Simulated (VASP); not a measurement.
Input of a VASP 6.6.1 run:

The input INCAR:

```
SYSTEM = GaAs
PREC = Accurate
ENCUT = 600
EDIFF = 1E-6
ISMEAR = 0
SIGMA = 0.01
LREAL = .FALSE.
LASPH = .TRUE.
NELM = 100
ALGO = Normal
ISIF = 3
LWAVE = .FALSE.
LCHARG = .FALSE.
GGA = RP
IBRION = 2
NSW = 80
EDIFFG = -0.001
```

Contents of KPOINTS:

```
Automatic mesh
0
G
  12 12 12
  0 0 0
```

File POSCAR:

```
GaAs
1.0
    0.0000000000      2.9019151757      2.9019151757
    2.9019151757      0.0000000000      2.9019151757
    2.9019151757      2.9019151757      0.0000000000
Ga As
1 1
Direct
    0.0000000000      0.0000000000      0.0000000000
    0.7500000000      0.7500000000      0.7500000000
```

Potentials or basis: VASP PAW PBE potentials, release 64 (Ga_d, As).

Command:

```sh
$ cat potpaw_PBE.64/Ga_d/POTCAR potpaw_PBE.64/As/POTCAR > POTCAR
$ mpirun -np 1 vasp_std > vasp.out
```

**Question.** What does it give for the relaxed cell?

**Answer.** a = 4.107 Å, b = 4.107 Å, c = 4.107 Å, α = 60.00°, β = 60.00°, γ = 60.00°.

**Question.** What does it give for the band gap on the k mesh?

**Answer.** 0.05 eV.

**Question.** Predict the space group after relaxing (to 0.1 Å).

**Answer.** F-43m (No. 216).

Final structure:
```xyz
2
Lattice="0.0000 2.9040 2.9040 2.9040 0.0000 2.9040 2.9040 2.9040 0.0000" Properties=species:S:1:pos:R:3 pbc="T T T"
Ga    0.0000    0.0000    0.0000
As    4.3560    4.3560    4.3560
```
